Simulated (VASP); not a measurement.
# Sr (Fm-3m) in VASP: notebook, part 2 of 2

VASP 6.6.1. Earlier steps stand in the parts before.

### Step 4. Single point, r2SCAN

This run uses another cell than the first one, of 52.17 Å³/atom.

POSCAR

```
Sr
1.0
    0.0000000000      2.9656330182      2.9656330182
    2.9656330182      0.0000000000      2.9656330182
    2.9656330182      2.9656330182      0.0000000000
Sr
1
Direct
    0.0000000000      0.0000000000      0.0000000000
```

INCAR.step1

```
SYSTEM = Sr
PREC = Accurate
ENCUT = 550
ISMEAR = -1
SIGMA = 0.1
LREAL = .FALSE.
LASPH = .TRUE.
NELM = 120
NBANDS = 11
GGA = PE
ALGO = Normal
EDIFF = 1E-5
LWAVE = .TRUE.
LCHARG = .FALSE.
GGA_COMPAT = .FALSE.
```

INCAR.step2

```
SYSTEM = Sr
PREC = Accurate
ENCUT = 550
EDIFF = 1E-6
ISMEAR = -1
SIGMA = 0.1
LREAL = .FALSE.
LASPH = .TRUE.
NELM = 120
ALGO = Normal
ISIF = 2
LWAVE = .FALSE.
LCHARG = .FALSE.
METAGGA = R2SCAN
LMIXTAU = .TRUE.
NBANDS = 11
ISTART = 1
GGA_COMPAT = .FALSE.
```

KPOINTS

```
regular mesh
0
G
  10 10 10
  0 0 0
```

Potentials or basis: VASP PAW PBE potentials, release 64 (Sr_sv).

Started as:

```
cat potpaw_PBE.64/Sr_sv/POTCAR > POTCAR
cp INCAR.step1 INCAR
mpirun -np 1 vasp_std > vasp.out
cp INCAR.step2 INCAR
mpirun -np 1 vasp_std > vasp.out
```

OUTCAR:

```text
SYSTEM = Sr
   PREC = Accurate
   ENCUT = 550
   EDIFF = 1E-6
   ISMEAR = -1
   LREAL = .FALSE.
   LASPH = .TRUE.
   NELM = 120
   ISIF = 2
   METAGGA = R2SCAN
   ISTART = 1

 ion  position               nearest neighbor table
   1  0.000  0.000  0.000-

  LATTYP: Found a face centered cubic cell.
 ALAT       =     5.9312660364

  Lattice vectors:

 A1 = (   0.0000000000,   2.9656330182,   2.9656330182)
 A2 = (   2.9656330182,   0.0000000000,   2.9656330182)
 A3 = (   2.9656330182,   2.9656330182,   0.0000000000)

Analysis of symmetry for initial positions (statically):
=====================================================================
 Subroutine PRICEL returns:
 Original cell was already a primitive cell.

 Routine SETGRP: Setting up the symmetry group for a
 face centered cubic supercell.

 Subroutine GETGRP returns: Found 48 space group operations
 (whereof 48 operations were pure point group operations)
 out of a pool of 48 trial point group operations.

The static configuration has the point symmetry O_h .

Analysis of symmetry for dynamics (positions and initial velocities):
[... 163 lines left out ...]
 k-point     1 :       0.0000    0.0000    0.0000
  band No.  band energies     occupation
      1     -36.1198      2.00000
      2     -17.3688      2.00000
      3     -17.3688      2.00000
      4     -17.3688      2.00000
      5      -2.1190      2.00000
      6       4.5549      0.00000
      7       4.5549      0.00000
      8       4.5549      0.00000
      9       6.1862      0.00000
     10       6.1862      0.00000
     11       9.4644      0.00000
[... 309 lines left out ...]
 k-point    24 :       0.4000    0.3000    0.0000
  band No.  band energies     occupation
      1     -36.0990      2.00000
      2     -17.5564      2.00000
      3     -17.4442      2.00000
      4     -17.4364      2.00000
      5       0.3571      2.00000
      6       2.5531      0.00101
      7       3.3264      0.00000
      8       5.7830      0.00000
      9       6.1700      0.00000
     10       7.2305      0.00000
     11       9.2249      0.00000

 [... further k-points ...]

------------------------ aborting loop because EDIFF is reached ----------------------------------------

  FORCE on cell =-STRESS in cart. coord.  units (eV):
  Direction    XX          YY          ZZ          XY          YZ          ZX
  --------------------------------------------------------------------------------------
  -------------------------------------------------------------------------------------
  Total        0.3911682      0.3911682      0.3911682     -0.0000000      0.0000000      0.0000000
  in kB       12.0141193     12.0141193     12.0141193     -0.0000000      0.0000000      0.0000000
  external PRESSURE =      12.0141193 kB  Pullay stress =       0.0000000 kB

 VOLUME and BASIS-vectors are now :
 -----------------------------------------------------------------------------
  energy-cutoff  :      550.00
  volume of cell :       52.17
      direct lattice vectors                 reciprocal lattice vectors
     0.000000000  2.965633018  2.965633018    -0.168598069  0.168598069  0.168598069
     2.965633018  0.000000000  2.965633018     0.168598069 -0.168598069  0.168598069
     2.965633018  2.965633018  0.000000000     0.168598069  0.168598069 -0.168598069

 POSITION                                       TOTAL-FORCE (eV/Angst)
 -----------------------------------------------------------------------------------
      0.00000      0.00000      0.00000         0.000000     -0.000000     -0.000000
 -----------------------------------------------------------------------------------
    total drift:                                0.000000      0.000000      0.000000

  FREE ENERGIE OF THE ION-ELECTRON SYSTEM (eV)
  ---------------------------------------------------
  free  energy   TOTEN  =       -15.1043997021 eV

  energy  without entropy=      -15.0659662929  energy(sigma->0) =      -15.08518300
```

OSZICAR.step1:

```text
N       E                     dE             d eps       ncg     rms          rms(c)
DAV:   1     0.383174374539E+02    0.38317E+02   -0.51660E+03  1034   0.843E+02
DAV:   2     0.204793989828E+00   -0.38113E+02   -0.37286E+02  1208   0.157E+02
DAV:   3    -0.156159134434E+01   -0.17664E+01   -0.17475E+01  1492   0.257E+01
DAV:   4    -0.165263224566E+01   -0.91041E-01   -0.90840E-01  1349   0.505E+00
DAV:   5    -0.165391385319E+01   -0.12816E-02   -0.12815E-02  1432   0.536E-01    0.118E+01
DAV:   6    -0.165363474352E+01    0.27911E-03   -0.63155E-03  1215   0.905E-01    0.669E+00
DAV:   7    -0.165352435615E+01    0.11039E-03   -0.11135E-02  1145   0.119E+00    0.275E-01
DAV:   8    -0.165351276011E+01    0.11596E-04   -0.12200E-03  1599   0.206E-01    0.642E-02
DAV:   9    -0.165352974754E+01   -0.16987E-04   -0.11169E-05   999   0.289E-02    0.284E-02
DAV:  10    -0.165353977356E+01   -0.10026E-04   -0.44996E-06   718   0.218E-02    0.527E-03
DAV:  11    -0.165353930839E+01    0.46517E-06   -0.37120E-07   611   0.487E-03
   1 F= -.16535393E+01 E0= -.16331205E+01  d E =-.408376E-01
```

Wall time 70 s (1 thread of Intel Xeon 8259CL, shared host); peak memory 0.2 GiB.

Results:

| Quantity | Value |
| --- | --- |
| Free energy | -15.1044 eV |
| Pressure | 1.2 GPa |
| Band gap on the k mesh | zero (bands 5 and 6 overlap by 0.02 eV) |

Caveat: the PAW data sets were made with another functional, which shifts forces and pressure a little.

### Step 5. Single point, r2SCAN

This run uses another cell than the first one, of 55.46 Å³/atom.

POSCAR

```
Sr
1.0
    0.0000000000      3.0267972530      3.0267972530
    3.0267972530      0.0000000000      3.0267972530
    3.0267972530      3.0267972530      0.0000000000
Sr
1
Direct
    0.0000000000      0.0000000000      0.0000000000
```

INCAR.step1

```
ALGO = Normal
EDIFF = 1E-5
ENCUT = 550
GGA = PE
GGA_COMPAT = F
ISMEAR = -1
LASPH = T
LCHARG = F
LREAL = F
LWAVE = T
NBANDS = 11
NELM = 120
PREC = Accurate
SIGMA = 0.1
```

INCAR.step2

```
ALGO = Normal
EDIFF = 1E-6
ENCUT = 550
GGA_COMPAT = F
ISIF = 2
ISMEAR = -1
ISTART = 1
LASPH = T
LCHARG = F
LMIXTAU = T
LREAL = F
LWAVE = F
METAGGA = R2SCAN
NBANDS = 11
NELM = 120
PREC = Accurate
SIGMA = 0.1
```

KPOINTS

```
k-points
0
Gamma
  10 10 10
```

Potentials or basis: VASP PAW PBE potentials, release 64 (Sr_sv).

Started as:

```
cat potpaw_PBE.64/Sr_sv/POTCAR > POTCAR
cp INCAR.step1 INCAR
mpirun -np 1 vasp_std > vasp.out
cp INCAR.step2 INCAR
mpirun -np 1 vasp_std > vasp.out
```

OUTCAR:

```text
EDIFF = 1E-6
   ENCUT = 550
   ISIF = 2
   ISMEAR = -1
   ISTART = 1
   LASPH = T
   LREAL = F
   METAGGA = R2SCAN
   NELM = 120
   PREC = Accurate

 ion  position               nearest neighbor table
   1  0.000  0.000  0.000-

  LATTYP: Found a face centered cubic cell.
 ALAT       =     6.0535945060

  Lattice vectors:

 A1 = (   0.0000000000,   3.0267972530,   3.0267972530)
[... 514 lines left out ...]
      9       5.7635      0.00000
     10       6.7804      0.00000
     11       8.5854      0.00000

 [... further k-points ...]

------------------------ aborting loop because EDIFF is reached ----------------------------------------

  FORCE on cell =-STRESS in cart. coord.  units (eV):
  Direction    XX          YY          ZZ          XY          YZ          ZX
  --------------------------------------------------------------------------------------
  -------------------------------------------------------------------------------------
  Total        0.1151201      0.1151201      0.1151201      0.0000000      0.0000000      0.0000000
  in kB        3.3256903      3.3256903      3.3256903      0.0000000      0.0000000      0.0000000
  external PRESSURE =       3.3256903 kB  Pullay stress =       0.0000000 kB

 VOLUME and BASIS-vectors are now :
 -----------------------------------------------------------------------------
  energy-cutoff  :      550.00
  volume of cell :       55.46
      direct lattice vectors                 reciprocal lattice vectors
     0.000000000  3.026797253  3.026797253    -0.165191111  0.165191111  0.165191111
     3.026797253  0.000000000  3.026797253     0.165191111 -0.165191111  0.165191111
     3.026797253  3.026797253  0.000000000     0.165191111  0.165191111 -0.165191111

 POSITION                                       TOTAL-FORCE (eV/Angst)
 -----------------------------------------------------------------------------------
      0.00000      0.00000      0.00000        -0.000000      0.000000     -0.000000
 -----------------------------------------------------------------------------------
    total drift:                               -0.000000      0.000000      0.000000

  FREE ENERGIE OF THE ION-ELECTRON SYSTEM (eV)
  ---------------------------------------------------
  free  energy   TOTEN  =       -15.1199996905 eV

  energy  without entropy=      -15.0800239144  energy(sigma->0) =      -15.10001180
```

OSZICAR.step1:

```text
N       E                     dE             d eps       ncg     rms          rms(c)
DAV:   1     0.360790985037E+02    0.36079E+02   -0.49249E+03  1034   0.821E+02
DAV:   2     0.805446293925E-01   -0.35999E+02   -0.35311E+02  1215   0.153E+02
DAV:   3    -0.157154707749E+01   -0.16521E+01   -0.16309E+01  1511   0.246E+01
DAV:   4    -0.165570270896E+01   -0.84156E-01   -0.83782E-01  1358   0.494E+00
DAV:   5    -0.165762007073E+01   -0.19174E-02   -0.19169E-02  1446   0.601E-01    0.113E+01
DAV:   6    -0.165887448419E+01   -0.12544E-02   -0.67420E-03  1213   0.934E-01    0.638E+00
DAV:   7    -0.165972982997E+01   -0.85535E-03   -0.11634E-02  1152   0.122E+00    0.288E-01
DAV:   8    -0.165971625387E+01    0.13576E-04   -0.13356E-03  1598   0.218E-01    0.678E-02
DAV:   9    -0.165973612127E+01   -0.19867E-04   -0.19243E-05  1128   0.344E-02    0.280E-02
DAV:  10    -0.165974741998E+01   -0.11299E-04   -0.48182E-06   741   0.201E-02    0.481E-03
DAV:  11    -0.165974698577E+01    0.43421E-06   -0.37356E-07   612   0.451E-03
   1 F= -.16597470E+01 E0= -.16384397E+01  d E =-.426146E-01
```

Run time: 2 min. Hardware: 1 thread of Intel Xeon 8259CL, shared host; peak memory 0.23 GiB.

What came out:

```
Free energy            : -15.1200 eV
Pressure               : 0.3 GPa
Band gap on the k mesh : zero (bands 5 and 6 overlap by 0.10 eV)
```

Levels at points of the mesh, in eV from the Fermi level:
```
           k point  band 1  band 2  band 3  band 4  band 5  band 6  band 7  band 8  band 9  band 10
(0.00, 0.00, 0.00)  -38.03  -19.29  -19.29  -19.29   -3.81    2.70    2.70    2.70    4.24     4.24
(0.50, 0.00, 0.00)  -38.01  -19.49  -19.31  -19.31   -1.05   -0.04    2.50    2.50    5.31     5.31
(0.50, 0.50, 0.00)  -38.01  -19.47  -19.36  -19.36   -0.58    0.51    1.04    5.31    5.62     5.62
```

Caveat: the PAW data sets were made with another functional, which shifts forces and pressure a little.

### Step 6. Overview

```csv
level,cell,k mesh,cutoff (eV),smearing,gap on the mesh (eV),pressure (GPa)
PBE,"a = 4.323 Å, angles 60.0°, 1 atom",31 × 31 × 31,520,fermi-dirac 0.0612256 eV,none,-0.4
PBE,"a = 4.350 Å, angles 60.0°, 1 atom",31 × 31 × 31,520,fermi-dirac 0.0612256 eV,none,-0.6
r2SCAN,"a = 4.194 Å, angles 60.0°, 1 atom",10 × 10 × 10,550,fermi-dirac 0.1 eV,none,1.2
r2SCAN,"a = 4.281 Å, angles 60.0°, 1 atom",10 × 10 × 10,550,fermi-dirac 0.1 eV,none,0.3
```

Alike in all rows: task single point; potentials or basis VASP PAW PBE potentials, release 64 (Sr_sv); no spin polarisation.

Caveats: the PAW data sets were made with another functional, which shifts forces and pressure a little (at least some runs).

Total energies depend on the potentials used, so only differences within one code and one set of settings carry meaning.
